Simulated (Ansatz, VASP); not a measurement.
**AlRu: VASP beside Ansatz**

```xyz
2
Lattice="2.5690 0.0000 0.0000 -1.2845 2.2248 0.0000 0.0000 0.0000 3.5604" Properties=species:S:1:pos:R:3 pbc="T T T"
Ru    0.0000    0.0000    0.0000
Al    0.0000    1.4832    1.7802
```

Change from the starting cell: volume scaled by 0.72, LAPW.

Alike in both runs: task single point; functional PBE; k mesh 13 × 13 × 12; occupations fermi-dirac, width 0.05 eV; no spin polarisation.

|  | VASP | Ansatz |
| --- | --- | --- |
| version | VASP 6.6.1 | Ansatz 0.2.0 |
| potentials or method | VASP PAW PBE potentials, release 64 (Ru_pv, Al), cutoff 520 eV | all-electron LAPW, scalar-relativistic |

```csv
,VASP,Ansatz,Ansatz less VASP
pressure (GPa),128.7,127.6,-1.01
```

Both programs put the cell under a high pressure, so it lies far from rest at this level. Ansatz ran all-electron here, and VASP with PAW potentials.

Noted on VASP's run: the cell as given lies far from equilibrium.
